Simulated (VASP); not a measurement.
# NbCu2 (Fm-3m) in VASP: a series of runs

NbCu2 is run at these levels: PBE; tasks: single point, relaxation of cell and atoms.

All numbers are computed with VASP 6.6.1; they aren't measurements. Logs are shortened: lines on timing, memory, paths and dates and some standing lists are left out, and cuts for length are marked.

### Step 1. The cell of the first run

Symmetry: Fm-3m, No. 225, cubic system. The conventional cell has a = 5.918 Å, b = 5.918 Å, c = 5.918 Å, α = 90.00°, β = 90.00°, γ = 90.00°. Nb (site symmetry m-3m) has 8 Cu at 2.56 Å within 3.4 Å. Within 3.4 Å of Cu (site symmetry -43m) lie 4 Nb at 2.56 Å and 6 Cu at 2.96 Å.

### Step 2. Single point, PBE

INCAR reads:

```
SYSTEM = NbCu2
PREC = Accurate ; ENCUT = 520
EDIFF = 1E-6 ; ISMEAR = 0
SIGMA = 0.1 ; LREAL = .FALSE.
LASPH = .TRUE. ; NELM = 100
ALGO = Normal ; ISIF = 2
LWAVE = .FALSE. ; LCHARG = .FALSE.
GGA = PE ; NBANDS = 24
```

KPOINTS reads:

```
regular mesh
0
G
  14 14 14
  0 0 0
```

POSCAR reads:

```
NbCu2
1.0
    0.0000000000      2.9587539390      2.9587539390
    2.9587539390      0.0000000000      2.9587539390
    2.9587539390      2.9587539390      0.0000000000
Nb Cu
1 2
Direct
    0.0000000000      0.0000000000      0.0000000000
    0.2500000000      0.2500000000      0.2500000000
    0.7500000000      0.7500000000      0.7500000000
```

Potentials or basis: VASP PAW PBE potentials, release 64 (Nb_sv, Cu).

On the command line:

```bash
$ cat potpaw_PBE.64/Nb_sv/POTCAR potpaw_PBE.64/Cu/POTCAR > POTCAR
$ mpirun -np 1 vasp_std > vasp.out
```

OUTCAR:

```text
SYSTEM = NbCu2
   PREC = Accurate
   ENCUT = 520
   EDIFF = 1E-6
   ISMEAR = 0
   LREAL = .FALSE.
   LASPH = .TRUE.
   NELM = 100
   ISIF = 2
   GGA = PE

 ion  position               nearest neighbor table
   1  0.000  0.000  0.000-   3 2.56   3 2.56   2 2.56   2 2.56   3 2.56   2 2.56   3 2.56   2 2.56

   2  0.250  0.250  0.250-   1 2.56   1 2.56   1 2.56   1 2.56
   3  0.750  0.750  0.750-   1 2.56   1 2.56   1 2.56   1 2.56

  LATTYP: Found a face centered cubic cell.
 ALAT       =     5.9175078780

  Lattice vectors:

 A1 = (   0.0000000000,   2.9587539390,   2.9587539390)
 A2 = (   2.9587539390,   0.0000000000,   2.9587539390)
 A3 = (   2.9587539390,   2.9587539390,   0.0000000000)

Analysis of symmetry for initial positions (statically):
=====================================================================
 Subroutine PRICEL returns:
 Original cell was already a primitive cell.

 Routine SETGRP: Setting up the symmetry group for a
 face centered cubic supercell.

 Subroutine GETGRP returns: Found 48 space group operations
 (whereof 48 operations were pure point group operations)
 out of a pool of 48 trial point group operations.

The static configuration has the point symmetry O_h .

Analysis of symmetry for dynamics (positions and initial velocities):
=====================================================================
 Subroutine PRICEL returns:
 Original cell was already a primitive cell.

 Routine SETGRP: Setting up the symmetry group for a
 face centered cubic supercell.

 Subroutine GETGRP returns: Found 48 space group operations
 (whereof 48 operations were pure point group operations)
 out of a pool of 48 trial point group operations.

The dynamic configuration has the point symmetry O_h .

 Subroutine INISYM returns: Found 48 space group operations
 (whereof 48 operations are pure point group operations),
 and found     1 'primitive' translations

----------------------------------------------------------------------------------------

                                     Primitive cell

  volume of cell :      51.8032

  direct lattice vectors                    reciprocal lattice vectors
     0.000000000  2.958753939  2.958753939    -0.168990058  0.168990058  0.168990058
     2.958753939  0.000000000  2.958753939     0.168990058 -0.168990058  0.168990058
     2.958753939  2.958753939  0.000000000     0.168990058  0.168990058 -0.168990058

  length of vectors
     4.184309948  4.184309948  4.184309948     0.292699367  0.292699367  0.292699367

  position of ions in fractional coordinates (direct lattice)
     0.000000000  0.000000000  0.000000000
     0.250000000  0.250000000  0.250000000
     0.750000000  0.750000000  0.750000000

  ion indices of the primitive-cell ions
   primitive index   ion index
                 1           1
                 2           2
                 3           3

----------------------------------------------------------------------------------------

 KPOINTS: regular mesh

Automatic generation of k-mesh.
 Grid dimensions read from file:
 generate k-points for:   14   14   14

 Generating k-lattice:

  Cartesian coordinates                     Fractional coordinates (reciprocal lattice)
    -0.012070718  0.012070718  0.012070718     0.071428571  0.000000000  0.000000000
     0.012070718 -0.012070718  0.012070718     0.000000000  0.071428571  0.000000000
     0.012070718  0.012070718 -0.012070718     0.000000000  0.000000000  0.071428571

  Length of vectors
     0.020907098  0.020907098  0.020907098

  Shift w.r.t. Gamma in fractional coordinates (k-lattice)
     0.000000000  0.000000000  0.000000000

 Subroutine IBZKPT returns following result:
 ===========================================

 Found    104 irreducible k-points:

 Following reciprocal coordinates:
            Coordinates               Weight
  0.000000  0.000000  0.000000      1.000000
  0.071429  0.000000  0.000000      8.000000
  0.142857  0.000000  0.000000      8.000000
  0.214286  0.000000  0.000000      8.000000
  0.285714  0.000000  0.000000      8.000000
  0.357143  0.000000  0.000000      8.000000
[... 16 lines left out ...]
  0.214286  0.142857  0.000000     24.000000
  0.285714  0.142857  0.000000     24.000000
 [... further k-points ...]
   k-points           NKPTS =    104   k-points in BZ     NKDIM =    104   number of bands    NBANDS=     24
   number of dos      NEDOS =    301   number of ions     NIONS =      3
   total plane-waves  NPLWV =  32768
   dimension x,y,z NGX =    32 NGY =   32 NGZ =   32
   dimension x,y,z NGXF=    64 NGYF=   64 NGZF=   64
   ions per type =               1   2
   NGX,Y,Z   is equivalent  to a cutoff of  12.71, 12.71, 12.71 a.u.
   NGXF,Y,Z  is equivalent  to a cutoff of  25.43, 25.43, 25.43 a.u.
 SYSTEM =  NbCu2
   PREC   = accura    normal or accurate (medium, high low for compatibility)
   ISTART =      0    job   : 0-new  1-cont  2-samecut
   ICHARG =      2    charge: 1-file 2-atom 10-const
   ISPIN  =      1    spin polarized calculation?
   LNONCOLLINEAR =      F non collinear calculations
   LSORBIT =      F    spin-orbit coupling
   LASPH  =      T    aspherical Exc in radial PAW
   ENCUT  =  520.0 eV  38.22 Ry    6.18 a.u.   7.78  7.78  7.78*2*pi/ulx,y,z
   NELM   =    100;   NELMIN=  2; NELMDL= -5     # of ELM steps
   EDIFF  = 0.1E-05   stopping-criterion for ELM
   LREAL  =      F    real-space projection
   EDIFFG = 0.1E-04   stopping-criterion for IOM
   NSW    =      0    number of steps for IOM
   IBRION =     -1    ionic relax: 0-MD 1-quasi-New 2-CG
   NFREE  =      0    steps in history (QN), initial steepest desc. (CG)
   ISIF   =      2    stress and relaxation
   ISYM   =      2    0-nonsym 1-usesym 2-fastsym
   POTIM  = 0.5000    time-step for ionic-motion
   TEBEG  =    0.0;   TEEND  =   0.0 temperature during run
   PSTRESS=    0.0 pullay stress
   NELECT =      35.0000    total number of electrons
   NUPDOWN=      -1.0000    fix difference up-down
   EMIN   =  10.00;   EMAX   =-10.00  energy-range for DOS
   EFERMI =   0.00;   METHOD = LEGACY
   ISMEAR =     0;   SIGMA  =   0.10  broadening in eV -4-tet -1-fermi 0-gaus
   EFERMI_NEDOS =   21; number of points for ismear=-14 and -15
   IALGO  =     38    algorithm
   IMIX   =      4    mixing-type and parameters
     AMIX     =   0.40;   BMIX     =  1.00
     AMIX_MAG =   1.60;   BMIX_MAG =  1.00
  volume/ion in A,a.u.               =      17.27       116.53
  Fermi-wavevector in a.u.,A,eV,Ry     =   1.436521  2.714631 28.076884  2.063593
  Thomas-Fermi vector in A             =   2.555700
   LORBIT       =      0    0 simple, 1 ext, 2 COOP (PROOUT), +10 PAW based schemes
   GGA     = PE    functional components
   LHFCALC =     F    Hartree Fock is set to
   AEXX    =    0.0000 exact exchange contribution
   IVDW    =     0    specifies the selected vdW correction
   LEPSILON=     F    determine dielectric tensor
   LRPA    =     F    only Hartree local field effects (RPA)
 non-spin polarized calculation
 Gauss-broadening in eV      SIGMA  =   0.10
  energy-cutoff  :      520.00
  volume of cell :       51.80
 maximum number of plane-waves:      1416
   NGX = 15   NGY = 15   NGZ = 15

 number of electron      34.9999980 magnetization

 Free energy of the ion-electron system (eV)
  ---------------------------------------------------
  ext. energy  EPLUGINS =         0.00000000
  ---------------------------------------------------
  free energy    TOTEN  =       -15.33543607 eV

  energy without entropy =      -15.31945820  energy(sigma->0) =      -15.32744714

 E-fermi :   6.7281     XC(G=0): -11.2807

 val. band max:        6.7178176232   @ k =   0.5000   0.2143   0.0714
 cond. band min:       6.7319324819   @ k =   0.4286   0.2143   0.0714
 fundamental gap:      0.0141148587
 Fermi energy:         6.7280583383

 k-point     1 :       0.0000    0.0000    0.0000
  band No.  band energies     occupation
      1     -48.4712      2.00000
      2     -24.5324      2.00000
      3     -24.5324      2.00000
      4     -24.5324      2.00000
      5      -0.2711      2.00000
      6       2.5849      2.00000
[... 16 lines left out ...]
     23      15.7083      0.00000
     24      15.7083      0.00000

 k-point     2 :       0.0714    0.0000    0.0000
  band No.  band energies     occupation
      1     -48.4711      2.00000
      2     -24.5341      2.00000
      3     -24.5326      2.00000
      4     -24.5326      2.00000
      5      -0.1947      2.00000
      6       2.6013      2.00000
[... 16 lines left out ...]
     23      15.7671      0.00000
     24      15.7671      0.00000

 k-point     3 :       0.1429    0.0000    0.0000
  band No.  band energies     occupation
      1     -48.4708      2.00000
      2     -24.5391      2.00000
      3     -24.5332      2.00000
      4     -24.5332      2.00000
      5       0.0302      2.00000
      6       2.6500      2.00000
[... 16 lines left out ...]
     23      15.5100      0.00000
     24      15.5602      0.00000

 k-point     4 :       0.2143    0.0000    0.0000
  band No.  band energies     occupation
      1     -48.4704      2.00000
      2     -24.5463      2.00000
      3     -24.5340      2.00000
      4     -24.5340      2.00000
      5       0.3888      2.00000
      6       2.7288      2.00000
[... 16 lines left out ...]
     23      14.6864      0.00000
     24      14.6864      0.00000

 k-point     5 :       0.2857    0.0000    0.0000
  band No.  band energies     occupation
      1     -48.4699      2.00000
      2     -24.5542      2.00000
      3     -24.5350      2.00000
      4     -24.5350      2.00000
      5       0.8537      2.00000
      6       2.8326      2.00000
[... 451 lines left out ...]
 k-point    22 :       0.1429    0.1429    0.0000
  band No.  band energies     occupation
      1     -48.4707      2.00000
      2     -24.5394      2.00000
      3     -24.5344      2.00000
      4     -24.5344      2.00000
      5       0.1329      2.00000
      6       2.6540      2.00000
[... 16 lines left out ...]
     23      14.1264      0.00000
     24      14.7425      0.00000

 k-point    23 :       0.2143    0.1429    0.0000
  band No.  band energies     occupation
      1     -48.4703      2.00000
      2     -24.5441      2.00000
      3     -24.5355      2.00000
      4     -24.5354      2.00000
      5       0.4003      2.00000
      6       2.6957      2.00000
[... 16 lines left out ...]
     23      13.8695      0.00000
     24      14.1698      0.00000

 k-point    24 :       0.2857    0.1429    0.0000
  band No.  band energies     occupation
      1     -48.4699      2.00000
      2     -24.5504      2.00000
      3     -24.5366      2.00000
      4     -24.5365      2.00000
      5       0.7891      2.00000
      6       2.7618      2.00000
[... 16 lines left out ...]
     23      13.5537      0.00000
     24      14.0912      0.00000

 [... further k-points ...]
[... 5 lines left out ...]
  --------------------------------------------------------------------------------------
  -------------------------------------------------------------------------------------
  Total        0.1075248      0.1075248      0.1075248     -0.0000000     -0.0000000      0.0000000
  in kB        3.3255441      3.3255441      3.3255441     -0.0000000     -0.0000000      0.0000000
  external PRESSURE =       3.3255441 kB  Pullay stress =       0.0000000 kB

 VOLUME and BASIS-vectors are now :
 -----------------------------------------------------------------------------
  energy-cutoff  :      520.00
  volume of cell :       51.80
      direct lattice vectors                 reciprocal lattice vectors
     0.000000000  2.958753939  2.958753939    -0.168990058  0.168990058  0.168990058
     2.958753939  0.000000000  2.958753939     0.168990058 -0.168990058  0.168990058
     2.958753939  2.958753939  0.000000000     0.168990058  0.168990058 -0.168990058

 POSITION                                       TOTAL-FORCE (eV/Angst)
 -----------------------------------------------------------------------------------
      0.00000      0.00000      0.00000         0.000000     -0.000000      0.000000
      1.47938      1.47938      1.47938        -0.000000     -0.000000     -0.000000
      4.43813      4.43813      4.43813         0.000000      0.000000      0.000000
 -----------------------------------------------------------------------------------
    total drift:                                0.000000     -0.000000      0.000000

  FREE ENERGIE OF THE ION-ELECTRON SYSTEM (eV)
  ---------------------------------------------------
  free  energy   TOTEN  =       -15.3354360724 eV

  energy  without entropy=      -15.3194582032  energy(sigma->0) =      -15.32744714
```

It took 89 s on 1 thread of AMD EPYC 7R13 (Zen 3), shared host; peak memory 0.23 GiB.

Results:

```yaml
Free_energy: -15.3354 eV
Pressure: 0.3 GPa
```

Levels at points of the mesh, in eV from the Fermi level:
```tsv
k point	band 14	band 15	band 16	band 17	band 18	band 19	band 20	band 21	band 22	band 23
(0.00, 0.00, 0.00)	-2.45	-2.45	-1.00	-1.00	-1.00	1.44	1.44	6.01	8.98	8.98
(0.50, 0.00, 0.00)	-3.04	-3.04	-2.53	-0.17	-0.17	1.50	1.50	1.95	5.73	5.73
(0.50, 0.50, 0.00)	-2.76	-2.47	-1.29	-1.17	0.99	1.40	1.40	1.80	1.80	2.73
```

(Continued in part 2 of 2.)
